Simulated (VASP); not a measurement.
SrGa3: single point with PBEsol

Crystal: SrGa3.

```
Sr Ga
1.0
     4.52848    0.00000    0.00000
     0.00000    4.52848    0.00000
     0.00000    0.00000    4.52848
Sr Ga
1 3
Direct
  0.00000 0.00000 0.00000
  0.00000 0.50000 0.50000
  0.50000 0.50000 0.00000
  0.50000 0.00000 0.50000
```

```
Program             : VASP 6.6.1
Task                : single point
Functional          : PBEsol
Potentials or basis : VASP PAW PBE potentials, release 64 (Sr_sv, Ga_d)
Cutoff              : 520 eV
k mesh              : 8 × 8 × 8
Occupations         : gaussian, width 0.05 eV
Spin                : no spin polarisation
```

```yaml
Pressure: -2.6 GPa
```

Levels at points of the mesh, in eV from the Fermi level:
```csv
k point,band 21,band 22,band 23,band 24,band 25,band 26,band 27,band 28,band 29,band 30
"(0.00, 0.00, 0.00)",-3.27,-3.27,-0.88,-0.88,-0.88,3.69,3.88,3.88,3.88,3.97
"(0.50, 0.00, 0.00)",-6.54,-2.37,-0.77,-0.77,-0.19,1.85,1.85,2.40,2.68,4.31
"(0.50, 0.50, 0.00)",-5.33,-5.33,-2.83,0.50,0.50,1.31,1.91,2.64,2.64,4.62
"(0.50, 0.50, 0.50)",-5.21,-5.21,-3.05,-1.42,-1.42,-1.42,3.58,5.66,5.66,6.61
```

Run time: 41 s on 1 thread of Intel(R) Xeon(R) 6975P-C (Granite Rapids), on a shared host, peak memory 0.25 GiB.

Caveat: the PAW data sets were made with another functional, which shifts forces and pressure a little.
